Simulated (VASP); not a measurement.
A run of VASP 6.6.1 is set up as follows.

Contents of INCAR:

```
PREC = Accurate
ENCUT = 520
EDIFF = 1E-7
ISMEAR = 0
SIGMA = 0.05
LREAL = F
LASPH = T
NELM = 60
ALGO = Normal
ISIF = 2
LWAVE = F
LCHARG = F
GGA = PE
NBANDS = 11
```

The input KPOINTS:

```
regular mesh
0
Gamma
  13 13 13
```

POSCAR

```
Ba
1.0
   -2.5065000000      2.5065000000      2.5065000000
    2.5065000000     -2.5065000000      2.5065000000
    2.5065000000      2.5065000000     -2.5065000000
Ba
1
Direct
    0.0000000000      0.0000000000      0.0000000000
```

Potentials or basis: VASP PAW PBE potentials, release 64 (Ba_sv).

Run with:

```sh
$ cat potpaw_PBE.64/Ba_sv/POTCAR > POTCAR
$ mpirun -np 1 vasp_std > vasp.out
```

Task: What does it give for the band gap on the k mesh?

Result: Zero (band 5 reaches 2.14 eV, above the bottom of band 6 at 1.14 eV).

Task: What does it give for the pressure?

Result: 0.1 GPa.

Caveat: spin-orbit coupling is left out, which moves the levels of the heavy elements.
